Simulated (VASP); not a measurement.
# Sb (P6_3/mmc) in VASP: a series of runs, part 2 of 2

VASP 6.6.1. The steps go on from the part before.

## (3) Elastic constants, PBE

INCAR reads:

```
  PREC = Accurate
  ENCUT = 600
  EDIFF = 1E-8
  ISMEAR = -1
  SIGMA = 0.05
  LREAL = False
  LASPH = True
  NELM = 60
  ALGO = Normal
  ISIF = 3
  LWAVE = False
  LCHARG = False
  GGA = PE
  NBANDS = 12
  IBRION = 6
  NFREE = 2
  POTIM = 0.015
  NSW = 1
```

KPOINTS reads:

```
Automatic mesh
0
Gamma
  7 7 4
```

POSCAR reads:

```
Sb
1.0
    3.3545324186      0.0000000000      0.0000000000
   -1.6772662093      2.9051102923      0.0000000000
    0.0000000000      0.0000000000      5.4701606500
Sb
2
Direct
    0.6666666667      0.3333333333      0.7500000000
    0.3333333333      0.6666666667      0.2500000000
```

Potentials or basis: VASP PAW PBE potentials, release 64 (Sb).

Started as:

```console
$ cat potpaw_PBE.64/Sb/POTCAR > POTCAR
$ mpirun -np 1 vasp_std > vasp.out
```

OUTCAR:

```text
PREC = Accurate
   ENCUT = 600
   EDIFF = 1E-8
   ISMEAR = -1
   LREAL = False
   LASPH = True
   NELM = 60
   ISIF = 3
   GGA = PE
   IBRION = 6
   NFREE = 2
   POTIM = 0.015
   NSW = 1

 ion  position               nearest neighbor table
   1  0.667  0.333  0.750-   2 3.35   2 3.35   2 3.35   2 3.35   2 3.35   2 3.35
   2  0.333  0.667  0.250-   1 3.35   1 3.35   1 3.35   1 3.35   1 3.35   1 3.35

  LATTYP: Found a hexagonal cell.
 ALAT       =     3.3545324186
 C/A-ratio  =     1.6306775334

  Lattice vectors:

 A1 = (   3.3545324186,   0.0000000000,   0.0000000000)
 A2 = (  -1.6772662093,   2.9051102923,   0.0000000000)
 A3 = (   0.0000000000,   0.0000000000,   5.4701606500)
[... 785 lines left out ...]
  --------------------------------------------------------------------------------
  x     0.00000     0.00000     0.00000     0.87168     0.00000     0.00000
  y     0.87168    -0.87168     0.00000     0.00000     0.00000     0.00000
  z     0.00000    -0.00000     0.00000     0.00000     0.00000    -0.00000

 INTERNAL STRAIN TENSOR FOR ION    2 for displacements in x,y,z  (eV/Angst):
          X           Y           Z          XY          YZ          ZX
  --------------------------------------------------------------------------------
  x     0.00000     0.00000     0.00000    -0.87168     0.00000     0.00000
  y    -0.87168     0.87168     0.00000    -0.00000     0.00000     0.00000
  z    -0.00000     0.00000     0.00000     0.00000     0.00000     0.00000

 Eigenvectors and eigenvalues of the dynamical matrix
 ----------------------------------------------------

   1 f  =    2.451985 THz    15.406274 2PiTHz   81.789405 cm-1    10.140589 meV
             X         Y         Z           dx          dy          dz
      1.677266  0.968370  4.102620     0.000000    0.000000   -0.707107
     -0.000000  1.936740  1.367540     0.000000    0.000000    0.707107
[... 21 lines left out ...]
   6 f/i=    2.471365 THz    15.528045 2PiTHz   82.435868 cm-1    10.220740 meV
             X         Y         Z           dx          dy          dz
      1.677266  0.968370  4.102620     0.707107    0.000000    0.000000
     -0.000000  1.936740  1.367540    -0.707107   -0.000000    0.000000

--------------------------------------------------------------------------------------------------------

 ELASTIC MODULI CONTR FROM IONIC RELAXATION (kBar)
 Direction    XX          YY          ZZ          XY          YZ          ZX
 --------------------------------------------------------------------------------
 XX          -0.0000      0.0000      0.0000      0.0000      0.0000      0.0000
 YY           0.0000     -0.0000      0.0000     -0.0000      0.0000     -0.0000
 ZZ           0.0000      0.0000      0.0000      0.0000      0.0000      0.0000
 XY           0.0000     -0.0000      0.0000     -0.0000      0.0000     -0.0000
 YZ           0.0000      0.0000      0.0000      0.0000      0.0000      0.0000
 ZX           0.0000     -0.0000      0.0000     -0.0000      0.0000     -0.0000
 --------------------------------------------------------------------------------

 TOTAL ELASTIC MODULI (kBar)
 Direction    XX          YY          ZZ          XY          YZ          ZX
 --------------------------------------------------------------------------------
 XX        1164.8969    410.8382    383.1767     -0.0000     -0.0000      0.0000
 YY         410.8382   1164.8969    383.1767     -0.0000      0.0000     -0.0000
 ZZ         383.1767    383.1767   1211.3605      0.0000      0.0000      0.0000
 XY           0.0000     -0.0000      0.0000    377.0294      0.0000     -0.0000
 YZ          -0.0000      0.0000      0.0000     -0.0000    222.3203      0.0000
 ZX           0.0000     -0.0000      0.0000      0.0000      0.0000    222.3203
 --------------------------------------------------------------------------------
```

OSZICAR:

```text
N       E                     dE             d eps       ncg     rms          rms(c)
DAV:   1     0.366994124415E+02    0.36699E+02   -0.40246E+03   576   0.755E+02
DAV:   2    -0.598183968355E+01   -0.42681E+02   -0.41397E+02   780   0.114E+02
DAV:   3    -0.771507693448E+01   -0.17332E+01   -0.17157E+01   748   0.253E+01
[... 183 lines left out ...]
DAV:   2    -0.771878495306E+01   -0.47556E-03   -0.48963E-03   756   0.505E-01    0.213E-02
DAV:   3    -0.771878821480E+01   -0.32617E-05   -0.52689E-05   792   0.532E-02    0.104E-02
DAV:   4    -0.771878924422E+01   -0.10294E-05   -0.36880E-06   776   0.117E-02    0.292E-03
DAV:   5    -0.771878922427E+01    0.19946E-07   -0.31115E-07   732   0.332E-03    0.352E-04
DAV:   6    -0.771878922482E+01   -0.54450E-09   -0.30739E-08   744   0.103E-03
  17 F= -.77187892E+01 E0= -.77123503E+01  d E =-.128779E-01
```

It took 12 min on 1 thread of Intel Xeon 8259CL, shared host; peak memory 0.26 GiB.

Results:

| Item | Value |
| --- | --- |
| Voigt bulk modulus | 66 GPa |
| Highest phonon frequency at Γ | 82 cm⁻¹ |
| Most unstable mode | 82i cm⁻¹ |

Phonon frequencies in cm⁻¹ (negative: imaginary):
```tsv
q point	frequencies
(0.000, 0.000, 0.000)	-82 -82 0 0 0 82
```

Elastic tensor in Voigt notation (GPa, in the Cartesian axes of the cell as first typed):
```
116  41  38   0   0   0
 41 116  38   0   0   0
 38  38 121   0   0   0
  0   0   0  22   0   0
  0   0   0   0  22   0
  0   0   0   0   0  38
```

Clamped-ion elastic tensor (GPa):
```
116  41  38   0   0   0
 41 116  38   0   0   0
 38  38 121   0   0   0
  0   0   0  22   0   0
  0   0   0   0  22   0
  0   0   0   0   0  38
```

Caveat: the cell is under stress, which shifts elastic constants; some modes are imaginary; spin-orbit coupling is left out, which moves the levels of the heavy elements.

## (4) Vibrations by perturbation theory, PBEsol

INCAR reads:

```
SYSTEM = Sb
PREC     = Accurate       ! precision mode
ENCUT    = 500            ! plane-wave cutoff, eV
EDIFF    = 1E-8           ! SCF threshold, eV
ISMEAR   = -1             ! smearing method
SIGMA    = 0.05           ! smearing width, eV
LREAL    = .False.        ! projectors in reciprocal space
LASPH    = .True.         ! aspherical terms in the spheres
NELM     = 120            ! most SCF steps
ALGO     = Normal         ! electronic algorithm
ISIF     = 2              ! what is computed and relaxed
LWAVE    = .False.        ! write WAVECAR
LCHARG   = .False.        ! write CHGCAR
GGA      = PS             ! functional
IBRION   = 8              ! ionic algorithm
NSW      = 1              ! ionic steps
GGA_COMPAT= .False.
```

KPOINTS reads:

```
Automatic mesh
0
Gamma
  7 7 4
  0 0 0
```

POSCAR is that of step 3.

Potentials or basis: VASP PAW PBE potentials, release 64 (Sb).

Started as:

```console
$ cat potpaw_PBE.64/Sb/POTCAR > POTCAR
$ mpirun -np 1 vasp_std > vasp.out
```

OUTCAR:

```text
SYSTEM = Sb
   PREC = Accurate
   ENCUT = 500
   EDIFF = 1E-8
   ISMEAR = -1
   LREAL = .False.
   LASPH = .True.
   NELM = 120
   ISIF = 2
   GGA = PS
   IBRION = 8
   NSW = 1

 ion  position               nearest neighbor table
   1  0.667  0.333  0.750-   2 3.35   2 3.35   2 3.35   2 3.35   2 3.35   2 3.35
   2  0.333  0.667  0.250-   1 3.35   1 3.35   1 3.35   1 3.35   1 3.35   1 3.35

  LATTYP: Found a hexagonal cell.
 ALAT       =     3.3545324186
 C/A-ratio  =     1.6306775334

[... 552 lines left out ...]

 Eigenvectors and eigenvalues of the dynamical matrix
 ----------------------------------------------------

   1 f  =    2.404197 THz    15.106017 2PiTHz   80.195391 cm-1     9.942957 meV
             X         Y         Z           dx          dy          dz
      1.677266  0.968370  4.102620    -0.000000    0.000000   -0.707107
     -0.000000  1.936740  1.367540     0.000000    0.000000    0.707107
[... 11 lines left out ...]
   4 f  =    0.000000 THz     0.000000 2PiTHz    0.000000 cm-1     0.000000 meV
             X         Y         Z           dx          dy          dz
      1.677266  0.968370  4.102620     0.000000    0.000000    0.707107
     -0.000000  1.936740  1.367540    -0.000000    0.000000    0.707107

   5 f/i=    2.533881 THz    15.920841 2PiTHz   84.521158 cm-1    10.479283 meV
             X         Y         Z           dx          dy          dz
      1.677266  0.968370  4.102620    -0.000000    0.707107    0.000000
     -0.000000  1.936740  1.367540    -0.000000   -0.707107    0.000000

   6 f/i=    2.533881 THz    15.920841 2PiTHz   84.521158 cm-1    10.479283 meV
             X         Y         Z           dx          dy          dz
      1.677266  0.968370  4.102620     0.707107    0.000000   -0.000000
     -0.000000  1.936740  1.367540    -0.707107   -0.000000    0.000000

--------------------------------------------------------------------------------------------------------

 ELASTIC MODULI CONTR FROM IONIC RELAXATION (kBar)
 Direction    XX          YY          ZZ          XY          YZ          ZX
 --------------------------------------------------------------------------------
 XX          -0.0000     -0.0000     -0.0000     -0.0000      0.0000     -0.0000
 YY          -0.0000     -0.0000     -0.0000     -0.0000      0.0000     -0.0000
 ZZ          -0.0000     -0.0000     -0.0000     -0.0000      0.0000     -0.0000
 XY          -0.0000     -0.0000     -0.0000     -0.0000      0.0000     -0.0000
 YZ           0.0000      0.0000      0.0000      0.0000      0.0000      0.0000
 ZX          -0.0000     -0.0000     -0.0000     -0.0000      0.0000     -0.0000
 --------------------------------------------------------------------------------
```

stdout:

```text
POSCAR found type information on POSCAR Sb
 POSCAR found :  1 types and       2 ions
 scaLAPACK will be used
 -----------------------------------------------------------------------------
|                                                                             |
|                                                                             |
|     You enforced a specific xc type in the INCAR file but a different       |
|     I HOPE YOU KNOW WHAT YOU ARE DOING!                                     |
|                                                                             |
 -----------------------------------------------------------------------------

 LDA part: xc-table for (Slater+PW92), standard interpolation
 POSCAR, INCAR and KPOINTS ok, starting setup
 FFT: planning ... GRIDC
 FFT: planning ... GRID_SOFT
 FFT: planning ... GRID
 WAVECAR not read
 entering main loop
 Linear response reoptimize wavefunctions to high precision
 Linear response DOF=           2
 Linear response progress:
 first order change of Fermi-energy  -0.98488E-05
 force on displaced ion       1 direction 1 :   1.599  -0.000   0.000
 Linear response progress:
 first order change of Fermi-energy   0.26098E-04
 force on displaced ion       1 direction 3 :  -0.000   0.000  -1.440
 Linear response finished
```

Run time: 46 s. Hardware: 1 thread of Intel Xeon Platinum 8488C (Sapphire Rapids), shared host; peak memory 0.21 GiB.

Results:

```yaml
Highest_phonon_frequency_at_Γ: 80 cm⁻¹
Most_unstable_mode: 85i cm⁻¹
```

Phonon frequencies in cm⁻¹ (negative: imaginary):
```
              q point       frequencies
(0.000, 0.000, 0.000)  -85 -85 0 0 0 80
```

Caveat: the cell wasn't relaxed at this level first, which shifts response properties; some modes are imaginary; the PAW data sets were made with another functional, which shifts forces and pressure a little; spin-orbit coupling is left out, which moves the levels of the heavy elements.

## (5) Elastic constants, PBEsol

INCAR reads:

```
  PREC = Accurate
  ENCUT = 500
  EDIFF = 1E-8
  ISMEAR = -1
  SIGMA = 0.05
  LREAL = F
  LASPH = T
  NELM = 120
  ALGO = Normal
  ISIF = 3
  LWAVE = F
  LCHARG = T
  GGA = PS
  IBRION = 6
  NFREE = 2
  POTIM = 0.015
  NSW = 1
  GGA_COMPAT = F
```

KPOINTS reads:

```
regular mesh
0
Gamma
  7 7 4
```

POSCAR is that of step 4.

Started as:

```console
$ cat potpaw_PBE.64/Sb/POTCAR > POTCAR
$ mpirun -np 1 vasp_std > vasp.out
```

Run time: 2.2 min. Hardware: 1 thread of Intel Xeon Platinum 8488C (Sapphire Rapids), shared host; peak memory 0.2 GiB.

The run converged. Its results:

* Voigt bulk modulus: 64 GPa
* Highest phonon frequency at Γ: 75 cm⁻¹
* Most unstable mode: 83i cm⁻¹

Phonon frequencies in cm⁻¹ (negative: imaginary):
```tsv
q point	frequencies
(0.000, 0.000, 0.000)	-83 -83 0 0 0 75
```

Elastic tensor in Voigt notation (GPa, in the Cartesian axes of the cell as first typed):
```
113  40  38   0   0   0
 40 113  38   0   0   0
 38  38 118   0   0   0
  0   0   0  22   0   0
  0   0   0   0  22   0
  0   0   0   0   0  36
```

Clamped-ion elastic tensor (GPa):
```
113  40  38   0   0   0
 40 113  38   0   0   0
 38  38 118   0   0   0
  0   0   0  22   0   0
  0   0   0   0  22   0
  0   0   0   0   0  36
```

Caveat: the cell is under stress, which shifts elastic constants; some modes are imaginary; the PAW data sets were made with another functional, which shifts forces and pressure a little; spin-orbit coupling is left out, which moves the levels of the heavy elements.
